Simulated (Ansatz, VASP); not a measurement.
One calculation of TiTe2, two programs

```xyz
3
Lattice="3.7194 0.0000 0.0000 -1.8597 3.2211 0.0000 0.0000 0.0000 6.4486" Properties=species:S:1:pos:R:3 pbc="T T T"
Ti    0.0000    0.0000    0.0000
Te    1.8597    1.0737    1.7275
Te    0.0000    2.1474    4.7211
```

Alike in both runs: functional PBE; dispersion D4; k mesh 15 × 15 × 8; occupations fermi-dirac, width 0.15 eV; no spin polarisation.

Ansatz relaxed the structure, and its values are those at the end. VASP's run is a single point on that final structure, the one shown.

|  | VASP | Ansatz |
| --- | --- | --- |
| version | VASP 6.6.1 | Ansatz 0.2.0 |
| potentials or method | VASP PAW PBE potentials, release 64 (Ti_sv, Te), cutoff 520 eV | scalar-relativistic, plane waves, PAW |
| valence electrons in the cell | 24 | 44 |

VASP gave:

| Quantity | Value |
| --- | --- |
| gap on the k mesh at the Fermi level (eV) | none |
| pressure (GPa) | 0.0 |
| rms of the force components (eV/Å) | 0.005 |

What did Ansatz give for the same quantities?

gap on the k mesh at the Fermi level (eV): none; pressure (GPa): 0.0; rms of the force components (eV/Å): 0.000.

A gap of «none» marks a metal or a gap that the smearing closes. VASP's potentials hold 24 valence electrons a cell and Ansatz's 44, so a difference there can come from the potentials and not from the codes.

Spin-orbit coupling is off throughout.
